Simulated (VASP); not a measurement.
# AlCo in VASP: further runs

AlCo is run at these levels: PBE; tasks: single point.

Program: VASP 6.6.1. These are calculated values, not measurements. Logs are shortened: lines on timing, memory, paths and dates and some standing lists are left out, and cuts for length are marked.

### Step 1. The cell of the first run

The cell holds a slab with vacuum, 8 atoms: a = 2.853 Å, b = 4.034 Å, c = 22.052 Å, α = 90.00°, β = 90.00°, γ = 90.00°.

### Step 2. Single point, PBE

The input, INCAR:

```
SYSTEM = AlCo
ALGO = Normal
DIPOL = 0.5 0.5 0.500
EDIFF = 1E-6
ENCUT = 520
GGA = PE
IDIPOL = 3
ISIF = 2
ISMEAR = -1
LASPH = .TRUE.
LCHARG = .FALSE.
LDIPOL = .TRUE.
LREAL = .FALSE.
LWAVE = .FALSE.
NBANDS = 34
NELM = 100
PREC = Accurate
SIGMA = 0.1
```

The input, KPOINTS:

```
k-points
0
G
  13 9 1
  0 0 0
```

The input, POSCAR:

```
AlCo
1.0
    2.8528193276      0.0000000000      0.0000000000
    0.0000000000      4.0344957842      0.0000000000
    0.0000000000      0.0000000000     22.0517000000
Co Al
4 4
Direct
    0.7500000000      0.0000000000      0.3627828313
    0.7500000000      0.5000000000      0.4542609434
    0.7500000000      0.0000000000      0.5457390560
    0.7500000000      0.5000000000      0.6372171687
    0.2500000000      0.5000000000      0.3627828313
    0.2500000000      0.0000000000      0.4542609434
    0.2500000000      0.5000000000      0.5457390560
    0.2500000000      0.0000000000      0.6372171687
```

Potentials or basis: VASP PAW PBE potentials, release 64 (Co, Al).

Command:

```
cat potpaw_PBE.64/Co/POTCAR potpaw_PBE.64/Al/POTCAR > POTCAR
mpirun -np 1 vasp_std > vasp.out
```

OUTCAR:

```text
SYSTEM = AlCo
   EDIFF = 1E-6
   ENCUT = 520
   GGA = PE
   ISIF = 2
   ISMEAR = -1
   LASPH = .TRUE.
   LREAL = .FALSE.
   NELM = 100
   PREC = Accurate

 ion  position               nearest neighbor table
   1  0.750  0.000  0.363-   6 2.47   6 2.47   5 2.47   5 2.47   5 2.47   5 2.47   2 2.85   2 2.85

   2  0.750  0.500  0.454-   5 2.47   5 2.47   6 2.47   6 2.47   6 2.47   6 2.47   7 2.47   7 2.47
                             1 2.85   1 2.85   3 2.85   3 2.85
   3  0.750  0.000  0.546-   7 2.47   7 2.47   7 2.47   7 2.47   6 2.47   6 2.47   8 2.47   8 2.47
                             2 2.85   2 2.85   4 2.85   4 2.85
   4  0.750  0.500  0.637-   8 2.47   8 2.47   8 2.47   8 2.47   7 2.47   7 2.47   3 2.85   3 2.85

   5  0.250  0.500  0.363-   2 2.47   2 2.47   1 2.47   1 2.47   1 2.47   1 2.47   6 2.85   6 2.85

   6  0.250  0.000  0.454-   1 2.47   1 2.47   2 2.47   2 2.47   2 2.47   2 2.47   3 2.47   3 2.47
                             5 2.85   5 2.85   7 2.85   7 2.85
   7  0.250  0.500  0.546-   3 2.47   3 2.47   3 2.47   3 2.47   2 2.47   2 2.47   4 2.47   4 2.47
                             6 2.85   6 2.85   8 2.85   8 2.85
   8  0.250  0.000  0.637-   4 2.47   4 2.47   4 2.47   4 2.47   3 2.47   3 2.47   7 2.85   7 2.85

  LATTYP: Found a simple orthorhombic cell.
 ALAT       =     2.8528193276
 B/A-ratio  =     1.4142135624
 C/A-ratio  =     7.7297919944

  Lattice vectors:

 A1 = (   2.8528193276,   0.0000000000,   0.0000000000)
 A2 = (   0.0000000000,   4.0344957842,   0.0000000000)
 A3 = (   0.0000000000,   0.0000000000,  22.0517000000)

Analysis of symmetry for initial positions (statically):
=====================================================================
 Subroutine PRICEL returns:
 Original cell was already a primitive cell.

 Routine SETGRP: Setting up the symmetry group for a
 simple orthorhombic supercell.

 Subroutine GETGRP returns: Found  8 space group operations
 (whereof  2 operations were pure point group operations)
 out of a pool of  8 trial point group operations.

The static configuration has the point symmetry C_1h.
 The point group associated with its full space group is D_2h.

Analysis of symmetry for dynamics (positions and initial velocities):
=====================================================================
 Subroutine PRICEL returns:
 Original cell was already a primitive cell.

 Routine SETGRP: Setting up the symmetry group for a
 simple orthorhombic supercell.

 Subroutine GETGRP returns: Found  8 space group operations
 (whereof  2 operations were pure point group operations)
 out of a pool of  8 trial point group operations.

The dynamic configuration has the point symmetry C_1h.
[... 127 lines left out ...]
   ISMEAR =    -1;   SIGMA  =   0.10  broadening in eV -4-tet -1-fermi 0-gaus
   EFERMI_NEDOS =   21; number of points for ismear=-14 and -15
   IALGO  =     38    algorithm
   IMIX   =      4    mixing-type and parameters
     AMIX     =   0.40;   BMIX     =  1.00
     AMIX_MAG =   1.60;   BMIX_MAG =  1.00
  volume/ion in A,a.u.               =      31.73       214.10
  Fermi-wavevector in a.u.,A,eV,Ry     =   0.939695  1.775765 12.014296  0.883026
  Thomas-Fermi vector in A             =   2.067032
   LORBIT       =      0    0 simple, 1 ext, 2 COOP (PROOUT), +10 PAW based schemes
   GGA     = PE    functional components
   LHFCALC =     F    Hartree Fock is set to
   AEXX    =    0.0000 exact exchange contribution
   IVDW    =     0    specifies the selected vdW correction
   LEPSILON=     F    determine dielectric tensor
   LRPA    =     F    only Hartree local field effects (RPA)
 non-spin polarized calculation
  energy-cutoff  :      520.00
  volume of cell :      253.81
 maximum number of plane-waves:      6873
 NGX is ok and might be reduce to    24
   NGX = 11   NGY = 15   NGZ = 83

 number of electron      47.9999993 magnetization

 dipolmoment           0.000000      0.000000      0.000000 electrons x Angstroem

 Free energy of the ion-electron system (eV)
  ---------------------------------------------------
  ext. energy  EPLUGINS =         0.00000000
  ---------------------------------------------------
  free energy    TOTEN  =       -44.84565309 eV

  energy without entropy =      -44.63991761  energy(sigma->0) =      -44.74278535

 E-fermi :   0.7384     XC(G=0):  -5.4176

 val. band max:        0.7332734837   @ k =   0.0769   0.4444   0.0000
 cond. band min:       0.7426474526   @ k =   0.2308   0.1111   0.0000
 fundamental gap:      0.0093739689
 Fermi energy:         0.7383665931

 k-point     1 :       0.0000    0.0000    0.0000
  band No.  band energies     occupation
      1      -9.5739      2.00000
      2      -8.1595      2.00000
      3      -6.1844      2.00000
      4      -4.4512      2.00000
      5      -2.4109      2.00000
      6      -2.0929      2.00000
[... 877 lines left out ...]
     33       6.4542      0.00000
     34       6.9290      0.00000

 [... further k-points ...]

------------------------ aborting loop because EDIFF is reached ----------------------------------------

 vacuum level on the upper side and lower side of the slab       (xc-potential included)        -0.128        -0.128

  FORCE on cell =-STRESS in cart. coord.  units (eV):
  Direction    XX          YY          ZZ          XY          YZ          ZX
  --------------------------------------------------------------------------------------
  -------------------------------------------------------------------------------------
  Total       -4.5751945     -2.7299913     -0.3219220      0.0000000      0.0000000     -0.0000000
  in kB      -28.8811536    -17.2332122     -2.0321493      0.0000000      0.0000000     -0.0000000
  external PRESSURE =     -16.0488384 kB  Pullay stress =       0.0000000 kB

 VOLUME and BASIS-vectors are now :
 -----------------------------------------------------------------------------
  energy-cutoff  :      520.00
  volume of cell :      253.81
      direct lattice vectors                 reciprocal lattice vectors
     2.852819328  0.000000000  0.000000000     0.350530435  0.000000000  0.000000000
     0.000000000  4.034495784  0.000000000     0.000000000  0.247862448  0.000000000
     0.000000000  0.000000000 22.051700000     0.000000000  0.000000000  0.045347978

 POSITION                                       TOTAL-FORCE (eV/Angst)
 -----------------------------------------------------------------------------------
      2.13961      0.00000      7.99998        -0.000000     -0.000000      0.592874
      2.13961      2.01725     10.01723        -0.000000      0.000000      0.343393
      2.13961      0.00000     12.03447         0.000000      0.000000     -0.343393
      2.13961      2.01725     14.05172        -0.000000     -0.000000     -0.592874
      0.71320      2.01725      7.99998        -0.000000      0.000000     -0.556728
      0.71320      0.00000     10.01723        -0.000000      0.000000     -0.296401
      0.71320      2.01725     12.03447        -0.000000      0.000000      0.296401
      0.71320      0.00000     14.05172        -0.000000      0.000000      0.556728
 -----------------------------------------------------------------------------------
    total drift:                                0.000000     -0.000000      0.000008

  FREE ENERGIE OF THE ION-ELECTRON SYSTEM (eV)
  ---------------------------------------------------
  free  energy   TOTEN  =       -44.8456530879 eV

  energy  without entropy=      -44.6399176094  energy(sigma->0) =      -44.74278535

 vacuum level on the upper side and lower side of the slab         5.546         5.546
```

Run time: 6.2 min. Hardware: 1 thread of Intel Xeon Platinum 8488C (Sapphire Rapids), shared host; peak memory 0.48 GiB.

What came out:

| Item | Value |
| --- | --- |
| Free energy | -44.8457 eV |
| Largest force | 0.593 eV/Å |
| Band gap on the k mesh | zero (bands 24 and 25 overlap by 0.92 eV) |

Forces on the atoms (eV/Å):
```
Co   0.000  0.000  0.593
Co   0.000  0.000  0.343
Co   0.000  0.000 -0.343
Co   0.000  0.000 -0.593
Al   0.000  0.000 -0.557
Al   0.000  0.000 -0.296
Al   0.000  0.000  0.296
Al   0.000  0.000  0.557
```

Caveat: the run has no spin polarisation, though such a crystal can be magnetic.

### Step 3. Single point, PBE

The input, INCAR:

```
ALGO = Normal
DIPOL = 0.5 0.5 0.500
EDIFF = 1E-6
ENCUT = 520
GGA = PE
IDIPOL = 3
ISIF = 2
ISMEAR = -1
LASPH = T
LCHARG = F
LDIPOL = T
LREAL = F
LWAVE = F
NBANDS = 34
NELM = 80
PREC = Accurate
SIGMA = 0.1
```

The input, KPOINTS:

```
k-points
0
Gamma
  13 9 1
```

POSCAR is that of step 2.

Potentials or basis: VASP PAW PBE potentials, release 64 (Co, Al).

Command:

```
cat potpaw_PBE.64/Co/POTCAR potpaw_PBE.64/Al/POTCAR > POTCAR
mpirun -np 1 vasp_std > vasp.out
```

Run time: 5.3 min. Hardware: 1 thread of Intel Xeon Platinum 8488C (Sapphire Rapids), shared host; peak memory 0.48 GiB.

It converged, with:

```
Free energy            : -44.8457 eV
Largest force          : 0.593 eV/Å
Band gap on the k mesh : zero (bands 24 and 25 overlap by 0.92 eV)
```

Forces on the atoms (eV/Å):
```
Co   0.000  0.000  0.593
Co   0.000  0.000  0.343
Co   0.000  0.000 -0.343
Co   0.000  0.000 -0.593
Al   0.000  0.000 -0.557
Al   0.000  0.000 -0.296
Al   0.000  0.000  0.296
Al   0.000  0.000  0.557
```

Levels at points of the mesh, in eV from the Fermi level:
| k point | band 20 | band 21 | band 22 | band 23 | band 24 | band 25 | band 26 | band 27 | band 28 | band 29 |
| --- | --- | --- | --- | --- | --- | --- | --- | --- | --- | --- |
| (0.00, 0.00, 0.00) | -0.58 | -0.52 | -0.51 | -0.45 | -0.38 | -0.37 | -0.26 | 1.01 | 2.71 | 3.15 |

Caveat: the run has no spin polarisation, though such a crystal can be magnetic. Spin polarisation is off, so any magnetic state and its effect on volume and gap are missing.
